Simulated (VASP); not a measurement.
## NaCl: single point with r2SCAN

The system is NaCl.

```xyz
2
Lattice="0.0000 2.8040 2.8040 2.8040 0.0000 2.8040 2.8040 2.8040 0.0000" Properties=species:S:1:pos:R:3 pbc="T T T"
Na    0.0000    0.0000    0.0000
Cl    2.8040    2.8040    2.8040
```

- Program: VASP 6.6.1
- Task: single point
- Functional: r2SCAN
- Potentials or basis: VASP PAW PBE potentials, release 64 (Na_pv, Cl)
- Cutoff: 520 eV
- k mesh: 6 × 6 × 6
- Occupations: gaussian, width 0.01 eV
- Spin: no spin polarisation
- Dipole correction: no
- Further INCAR settings: ALGO = Normal; EDIFF = 1e-06; NBANDS = 14

| Item | Value |
| --- | --- |
| Pressure | -0.2 GPa |
| Band gap on the k mesh | 5.99 eV, direct |

Levels at points of the mesh, in eV from the valence-band top:
```
           k point  band 4  band 5  band 6  band 7  band 8  band 9  band 10  band 11
(0.00, 0.00, 0.00)  -13.26    0.00    0.00    0.00    5.99   11.78    11.78    11.78
(0.50, 0.00, 0.00)  -12.90   -1.97   -0.29   -0.29    7.98   11.76    11.81    11.81
(0.50, 0.50, 0.00)  -12.85   -1.73   -0.62   -0.62    8.49    8.60    12.34    16.08
```

Run time: 52 s on 1 thread of AMD EPYC 7R43 64-Core Processor (Zen 3), with other jobs on the host, peak memory 0.13 GiB.

Caveat: the PAW data sets were made with another functional, which shifts forces and pressure a little. r2SCAN opens gaps a little over a GGA but as a rule still falls short of measured ones.
